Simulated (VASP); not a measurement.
# NbH5 (F-43m) in VASP: notebook, part 2 of 2

VASP 6.6.1.

### 4 Single point, PBE

This run uses another cell than the first one, of 8.62 Å³/atom, 1.679 times its volume.

INCAR reads:

```
SYSTEM = NbH5
ALGO = Normal
EDIFF = 1E-6
ENCUT = 520
GGA = PE
ISIF = 2
ISMEAR = 0
LASPH = .True.
LCHARG = .True.
LELF = .True.
LREAL = .False.
LVHAR = .True.
LWAVE = .False.
NBANDS = 18
NELM = 100
PREC = Accurate
SIGMA = 0.1
```

KPOINTS reads:

```
k-points
0
Gamma
  6 6 6
  0 0 0
```

POSCAR reads:

```
NbH5
1.0
    0.0000000000      2.9569807400      2.9569807400
    2.9569807400      0.0000000000      2.9569807400
    2.9569807400      2.9569807400      0.0000000000
Nb H
1 5
Direct
    0.0000000000      0.0000000000      0.0000000000
    0.2500000000      0.2500000000      0.2500000000
    0.1277616000      0.6240794700      0.6240794700
    0.6240794700      0.6240794700      0.6240794700
    0.6240794700      0.6240794700      0.1277616000
    0.6240794700      0.1277616000      0.6240794700
```

Launch:

```
$ cat potpaw_PBE.64/Nb_sv/POTCAR potpaw_PBE.64/H/POTCAR > POTCAR
$ mpirun -np 1 vasp_std > vasp.out
```

It took 56 s on 1 thread of AMD EPYC, shared host; peak memory 0.14 GiB.

The run converged. Its results:

```
Free energy            : -21.6440 eV
Pressure               : -32.3 GPa
Largest force          : 0.310 eV/Å
Band gap on the k mesh : zero (band 9 reaches 3.35 eV, above the bottom of band 10 at 3.10 eV)
```

Forces in eV/Å, atoms in the order of the input:
```
Nb   0.000  0.000  0.000
H    0.000  0.000  0.000
H    0.179 -0.179 -0.179
H    0.179  0.179  0.179
H   -0.179 -0.179  0.179
H   -0.179  0.179 -0.179
```

Levels at points of the mesh, in eV from the Fermi level:
```csv
k point,band 5,band 6,band 7,band 8,band 9,band 10,band 11,band 12,band 13,band 14
"(0.00, 0.00, 0.00)",-8.68,-1.55,-1.55,-1.55,-0.34,-0.04,-0.04,2.27,2.27,2.27
"(0.50, 0.00, 0.00)",-6.07,-5.51,-2.05,-2.05,-0.26,0.49,0.49,1.47,3.31,3.31
"(0.50, 0.50, 0.00)",-5.43,-4.98,-3.80,-0.55,-0.55,0.46,0.72,0.72,1.86,3.73
```

### 5 Single point, PBE

INCAR reads:

```
PREC = Accurate
ENCUT = 520
EDIFF = 1E-6
ISMEAR = 0
SIGMA = 0.1
LREAL = F
LASPH = T
NELM = 100
ALGO = Normal
ISIF = 2
LWAVE = F
LCHARG = F
GGA = PE
NBANDS = 18
```

KPOINTS reads:

```
regular mesh
0
Gamma
  6 6 6
```

POSCAR reads:

```
NbH5
1.0
    0.0000000000      2.4881576857      2.4881576857
    2.4881576857      0.0000000000      2.4881576857
    2.4881576857      2.4881576857      0.0000000000
Nb H
1 5
Direct
    0.0000000000      0.0000000000      0.0000000000
    0.2500000000      0.2500000000      0.2500000000
    0.1229895115      0.6256701628      0.6256701628
    0.6256701628      0.6256701628      0.6256701628
    0.6256701628      0.6256701628      0.1229895115
    0.6256701628      0.1229895115      0.6256701628
```

Potentials or basis: VASP PAW PBE potentials, release 64 (Nb_sv, H).

Launch:

```
$ cat potpaw_PBE.64/Nb_sv/POTCAR potpaw_PBE.64/H/POTCAR > POTCAR
$ mpirun -np 1 vasp_std > vasp.out
```

OUTCAR:

```text
PREC = Accurate
   ENCUT = 520
   EDIFF = 1E-6
   ISMEAR = 0
   LREAL = F
   LASPH = T
   NELM = 100
   ISIF = 2
   GGA = PE

 ion  position               nearest neighbor table
   1  0.000  0.000  0.000-
   2  0.250  0.250  0.250-
   3  0.123  0.626  0.626-
   4  0.626  0.626  0.626-
   5  0.626  0.626  0.123-
   6  0.626  0.123  0.626-

  LATTYP: Found a face centered cubic cell.
 ALAT       =     4.9763153714

  Lattice vectors:

 A1 = (   0.0000000000,   2.4881576857,   2.4881576857)
 A2 = (   2.4881576857,   0.0000000000,   2.4881576857)
 A3 = (   2.4881576857,   2.4881576857,   0.0000000000)

Analysis of symmetry for initial positions (statically):
=====================================================================
 Subroutine PRICEL returns:
 Original cell was already a primitive cell.

 Routine SETGRP: Setting up the symmetry group for a
 face centered cubic supercell.

[... 165 lines left out ...]

 E-fermi :   8.4325     XC(G=0): -12.0745

 val. band max:        8.4149328469   @ k =   0.0000   0.0000   0.0000
 cond. band min:       8.4514963708   @ k =  -0.1667   0.1667   0.0000
 fundamental gap:      0.0365635240
 Fermi energy:         8.4324839006

 k-point     1 :       0.0000    0.0000    0.0000
  band No.  band energies     occupation
      1     -47.3992      2.00000
      2     -23.3179      2.00000
      3     -23.3179      2.00000
      4     -23.3179      2.00000
      5      -4.2522      2.00000
      6       5.5819      2.00000
[... 313 lines left out ...]
      5       0.3328      2.00000
      6       1.0127      2.00000
[... 10 lines left out ...]
     17      21.7127      0.00000
     18      25.0011      0.00000

------------------------ aborting loop because EDIFF is reached ----------------------------------------

  FORCE on cell =-STRESS in cart. coord.  units (eV):
  Direction    XX          YY          ZZ          XY          YZ          ZX
  --------------------------------------------------------------------------------------
  -------------------------------------------------------------------------------------
  Total       -0.1409843     -0.1409843     -0.1409843      0.0000000     -0.0000000      0.0000000
  in kB       -7.3319212     -7.3319212     -7.3319212      0.0000000     -0.0000000      0.0000000
  external PRESSURE =      -7.3319212 kB  Pullay stress =       0.0000000 kB

 VOLUME and BASIS-vectors are now :
 -----------------------------------------------------------------------------
  energy-cutoff  :      520.00
  volume of cell :       30.81
      direct lattice vectors                 reciprocal lattice vectors
     0.000000000  2.488157686  2.488157686    -0.200951894  0.200951894  0.200951894
     2.488157686  0.000000000  2.488157686     0.200951894 -0.200951894  0.200951894
     2.488157686  2.488157686  0.000000000     0.200951894  0.200951894 -0.200951894

 POSITION                                       TOTAL-FORCE (eV/Angst)
 -----------------------------------------------------------------------------------
      0.00000      0.00000      0.00000        -0.000000     -0.000000     -0.000000
      1.24408      1.24408      1.24408        -0.000000     -0.000000     -0.000000
      3.11353      1.86278      1.86278        -0.000179      0.000179      0.000179
      3.11353      3.11353      3.11353        -0.000179     -0.000179     -0.000179
      1.86278      1.86278      3.11353         0.000179      0.000179     -0.000179
      1.86278      3.11353      1.86278         0.000179     -0.000179      0.000179
 -----------------------------------------------------------------------------------
    total drift:                               -0.000000     -0.000000     -0.000000

  FREE ENERGIE OF THE ION-ELECTRON SYSTEM (eV)
  ---------------------------------------------------
  free  energy   TOTEN  =       -24.8650673070 eV

  energy  without entropy=      -24.8572304435  energy(sigma->0) =      -24.86114888
```

Wall time 34 s (1 thread of AMD EPYC, shared host); peak memory 0.12 GiB.

What came out:

```yaml
Free_energy: -24.8651 eV
Pressure: -0.7 GPa
Band_gap_on_the_k_mesh: zero (band 9 reaches 8.51 eV, above the bottom of band 10 at 8.00 eV)
```

Levels at points of the mesh, in eV from the Fermi level:
```tsv
k point	band 7	band 8	band 9	band 10	band 11	band 12
(0.00, 0.00, 0.00)	-2.85	-2.85	-0.85	-0.02	-0.02	3.37
(0.50, 0.00, 0.00)	-3.61	-3.61	-0.64	1.20	1.20	3.21
(0.50, 0.50, 0.00)	-6.14	-0.68	-0.68	1.20	1.70	1.70
```

Caveat: the k points lie up to 0.36 Å⁻¹ apart.

### 6 Relaxation of cell and atoms, PBE

This run uses another cell than the first one, of 8.62 Å³/atom, 1.679 times its volume.

INCAR reads:

```
SYSTEM = NbH5
ALGO = Normal
EDIFF = 1E-6
EDIFFG = -0.04
ENCUT = 600
GGA = PE
IBRION = 2
ISIF = 3
ISMEAR = 0
LASPH = .TRUE.
LCHARG = .FALSE.
LREAL = .FALSE.
LWAVE = .FALSE.
NELM = 100
NSW = 90
PREC = Accurate
SIGMA = 0.1
```

KPOINTS reads:

```
k-points
0
G
  6 6 6
  0 0 0
```

POSCAR reads:

```
NbH5
1.0
    0.0000000000      2.9569807400      2.9569807400
    2.9569807400      0.0000000000      2.9569807400
    2.9569807400      2.9569807400      0.0000000000
Nb H
1 5
Direct
    0.0000000000      0.0000000000      0.0000000000
    0.2500000000      0.2500000000      0.2500000000
    0.1277616000      0.6240794700      0.6240794700
    0.6240794700      0.6240794700      0.6240794700
    0.6240794700      0.6240794700      0.1277616000
    0.6240794700      0.1277616000      0.6240794700
```

Potentials or basis: VASP PAW PBE potentials, release 64 (Nb_sv, H).

Launch:

```
$ cat potpaw_PBE.64/Nb_sv/POTCAR potpaw_PBE.64/H/POTCAR > POTCAR
$ mpirun -np 1 vasp_std > vasp.out
```

Wall time 6.6 min (1 thread of AMD EPYC, shared host); peak memory 0.19 GiB.

Results (log left out):

| Property | Result |
| --- | --- |
| Free energy | -24.8702 eV |
| Relaxed volume | 5.14 Å³/atom |
| Relaxed cell | a = 3.519 Å, b = 3.519 Å, c = 3.519 Å, α = 60.00°, β = 60.00°, γ = 60.00° |
| Space group after relaxing (to 0.05 Å) | F-43m (No. 216) |
| Energy gained by relaxing | 537.7 meV/atom |
| Ionic steps | 8 |
| Pressure after relaxing | -0.3 GPa |
| Largest force after relaxing | 0.036 eV/Å |
| Band gap on the k mesh | zero (band 9 reaches 8.50 eV, above the bottom of band 10 at 8.00 eV) |

Forces in eV/Å, atoms in the order of the input:
```
Nb   0.000  0.000  0.000
H    0.000  0.000  0.000
H   -0.021  0.021  0.021
H   -0.021 -0.021 -0.021
H    0.021  0.021 -0.021
H    0.021 -0.021  0.021
```

Step by step:
```tsv
step	energy change (eV)	largest force (eV/Å)	pressure (GPa)	volume (Å³)
1	0.0000	0.3104	-32.17	51.71
2	-2.2951	0.1911	-26.65	39.81
3	-3.1560	0.0148	-9.96	32.89
4	-3.2162	0.0993	3.98	30.10
5	-3.2248	0.0655	-0.44	30.84
6	-3.2234	0.0808	1.59	30.50
7	-3.2258	0.0442	-0.02	30.76
8	-3.2259	0.0357	-0.28	30.83
```

Final structure:
```cif
data_structure
_symmetry_space_group_name_H-M 'P 1'
_symmetry_Int_Tables_number 1
_cell_length_a 3.5194
_cell_length_b 3.5194
_cell_length_c 3.5194
_cell_angle_alpha 60.000
_cell_angle_beta 60.000
_cell_angle_gamma 60.000
_cell_volume 30.83
loop_
_atom_site_label
_atom_site_type_symbol
_atom_site_fract_x
_atom_site_fract_y
_atom_site_fract_z
_atom_site_occupancy
Nb1 Nb 0.00000 0.00000 0.00000 1
H1 H 0.25000 0.25000 0.25000 1
H2 H 0.12083 0.62639 0.62639 1
H3 H 0.62639 0.62639 0.62639 1
H4 H 0.62639 0.62639 0.12083 1
H5 H 0.62639 0.12083 0.62639 1
```

Levels at points of the mesh, in eV from the Fermi level:
```
           k point  band 6  band 7  band 8  band 9  band 10  band 11  band 12  band 13
(0.00, 0.00, 0.00)   -2.86   -2.86   -2.86   -0.88    -0.01    -0.01     3.39     3.39
(0.50, 0.00, 0.00)   -8.06   -3.61   -3.61   -0.63     1.20     1.20     3.21     5.41
(0.50, 0.50, 0.00)   -7.45   -6.13   -0.69   -0.69     1.20     1.70     1.70     4.29
```

Caveat: the volume moved by over 15 % at a fixed basis, so the end points are rough.

### 7 The runs side by side

```csv
task,cell,k mesh,cutoff (eV),gap on the mesh (eV),pressure (GPa),relaxed volume (Å³/atom),largest force (eV/Å)
single point,"a = 3.518 Å, angles 60.0°, 6 atoms",14 × 14 × 14,520,none,-0.5,-,-
relaxation of cell and atoms,"relaxed from a = 3.519 Å, angles 60.0°, 6 atoms",14 × 14 × 14,600,none,0.2,5.12,0.01
single point,"a = 4.182 Å, angles 60.0°, 6 atoms",6 × 6 × 6,520,none,-32.3,-,0.31
single point,"a = 3.519 Å, angles 60.0°, 6 atoms",6 × 6 × 6,520,none,-0.7,-,-
relaxation of cell and atoms,"relaxed from a = 4.182 Å, angles 60.0°, 6 atoms",6 × 6 × 6,600,none,-0.3,5.14,0.04
```

Some of these runs hold the atoms at other places in the same cell, which the table doesn't show; runs alike in all that it shows share one row.

Alike in all rows: level PBE; potentials or basis VASP PAW PBE potentials, release 64 (Nb_sv, H); no spin polarisation; smearing gaussian 0.1 eV.

Caveats: some runs use coarse meshes; the volume moved by over 15 % at a fixed basis, so the end points are rough (some runs).

Total energies depend on the potentials used, so only differences within one code and one set of settings carry meaning.
